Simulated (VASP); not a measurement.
Write the native input for VASP 6.6.1 that does the following.

```
Task                   : single point
Functional             : PBEsol
Potentials or basis    : VASP PAW PBE potentials, release 64 (Sr_sv)
Cutoff                 : 520 eV
k mesh                 : 12 × 12 × 6
Occupations            : fermi-dirac, width 0.1 eV
Spin                   : no spin polarisation
Dipole correction      : no
Further INCAR settings : ALGO = Normal; EDIFF = 1e-06; NBANDS = 17
```

The structure of Sr lies in POSCAR:

```
Sr
1.0
    3.9710992360      0.0000000000      0.0000000000
   -1.9855496180      3.4390728194      0.0000000000
    0.0000000000      0.0000000000      6.5234637153
Sr
2
Direct
    0.3333333333      0.6666666667      0.2500000000
    0.6666666667      0.3333333333      0.7500000000
```

This cell differs from its parent crystal: volume scaled by 0.85.

The input as run:

INCAR

```
ALGO = Normal ; EDIFF = 1E-6
ENCUT = 520 ; GGA = PS
ISIF = 2 ; ISMEAR = -1
LASPH = True ; LCHARG = True
LELF = True ; LREAL = False
LVHAR = True ; LWAVE = False
NBANDS = 17 ; NELM = 60
PREC = Accurate ; SIGMA = 0.1
```

KPOINTS

```
k-points
0
Gamma
  12 12 6
```

Potentials or basis: VASP PAW PBE potentials, release 64 (Sr_sv).

Command:

```sh
$ cat potpaw_PBE.64/Sr_sv/POTCAR > POTCAR
$ mpirun -np 1 vasp_std > vasp.out
```

It gave:

```json
{
 "Pressure": "2.5 GPa",
 "Band gap on the k mesh": "zero (band 10 reaches 2.39 eV, above the bottom of band 11 at 2.14 eV)"
}
```

Caveat: the PAW data sets were made with another functional, which shifts forces and pressure a little.

Run time: 39 s on 1 thread of Intel(R) Xeon(R) 6975P-C (Granite Rapids), on a shared host, peak memory 0.25 GiB.
